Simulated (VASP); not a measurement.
The system is Al.

```
CELL_PARAMETERS angstrom
0.00000 2.02481 2.02481
2.02481 0.00000 2.02481
2.02481 2.02481 0.00000
ATOMIC_POSITIONS crystal
Al 0.00000 0.00000 0.00000
```

| Item | Value |
| --- | --- |
| Program | VASP 6.6.1 |
| Task | relaxation of cell and atoms |
| Functional | r2SCAN |
| Potentials or basis | VASP PAW PBE potentials, release 64 (Al) |
| Cutoff | 600 eV |
| k mesh | 9 × 9 × 9 |
| Occupations | fermi-dirac, width 0.1 eV |
| Spin | no spin polarisation |

At the start: pressure -3.6 GPa; volume 16.60 Å³/atom.

Where does the relaxation end?

Over 3 steps the energy falls by 8.4 meV/atom and the volume is 15.89 Å³/atom (-4.3 %); space group Fm-3m (No. 225, to 0.05 Å).

The path:
```csv
step,energy change (eV),largest force (eV/Å),pressure (GPa),volume (Å³)
1,0.0000,0.0000,-3.58,16.60
2,-0.0079,0.0000,1.00,15.73
3,-0.0084,0.0000,0.03,15.89
```

Final structure:
```xyz
1
Lattice="0.0000 1.9954 1.9954 1.9954 0.0000 1.9954 1.9954 1.9954 0.0000" Properties=species:S:1:pos:R:3 pbc="T T T"
Al    0.0000    0.0000    0.0000
```

Caveat: the PAW data sets were made with another functional, which shifts forces and pressure a little.
